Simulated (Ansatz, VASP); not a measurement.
Mg: VASP beside Ansatz

```
Mg
1.0
     2.24490   -2.21246   -0.54629
     2.24490    2.21246   -0.54629
    -1.68717    0.00000    2.73209
Mg
1
Direct
  0.50000 0.50000 0.50000
```

Alike in both runs: functional PBE; k mesh 6 × 6 × 8; occupations gaussian, width 0.1 eV; no spin polarisation.

Ansatz relaxed the structure, and its values are those at the end. VASP's run is a single point on that final structure, the one shown.

|  | VASP | Ansatz |
| --- | --- | --- |
| version | VASP 6.6.1 | Ansatz 0.2.0 |
| potentials or method | VASP PAW PBE potentials, release 64 (Mg), cutoff 520 eV | scalar-relativistic, plane waves, PAW |
| valence electrons in the cell | 2 | 10 |

Ansatz gave:

| Item | Value |
| --- | --- |
| gap on the k mesh at the Fermi level (eV) | none |
| pressure (GPa) | 0.0 |

Q: Which values does VASP return?

A: gap on the k mesh at the Fermi level (eV): none; pressure (GPa): -0.1.

A gap of «none» marks a metal or a gap that the smearing closes. VASP's potentials hold 2 valence electrons a cell and Ansatz's 10, so a difference there can come from the potentials and not from the codes.

The k mesh is coarse, so the values compare programs but aren't converged.
